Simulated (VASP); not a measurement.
Input of a VASP 6.6.1 run:

INCAR

```
PREC = Accurate ; ENCUT = 520
EDIFF = 1E-7 ; ISMEAR = 0
SIGMA = 0.05 ; LREAL = False
LASPH = True ; NELM = 80
ALGO = Normal ; ISIF = 2
LWAVE = False ; LCHARG = False
GGA = CA ; NBANDS = 21
```

The input KPOINTS:

```
Automatic mesh
0
Gamma
  8 8 6
```

POSCAR

```
AlGaN2
1.0
    3.0221609829      0.0000000000      0.0000000000
    0.0000000000      3.0221609829      0.0000000000
    0.0000000000      0.0000000000      4.6580567229
Al Ga N
1 1 2
Direct
    0.5000000000      0.5000000000      0.5000000000
    0.0000000000      0.0000000000      0.0000000000
    0.5000000000      0.0000000000      0.7412345692
    0.0000000000      0.5000000000      0.2587654308
```

Potentials or basis: VASP PAW LDA potentials, release 64 (Al, Ga_d, N).

Command:

```console
$ cat potpaw_LDA.64/Al/POTCAR potpaw_LDA.64/Ga_d/POTCAR potpaw_LDA.64/N/POTCAR > POTCAR
$ mpirun -np 1 vasp_std > vasp.out
```

Q: What does it give for the largest force?

A: 0.036 eV/Å.

Q: What does it give for the pressure?

A: 0.4 GPa.

Stress tensor (GPa, compression positive):
```
 5.39  0.00  0.00
 0.00  5.39  0.00
 0.00  0.00 -9.48
```
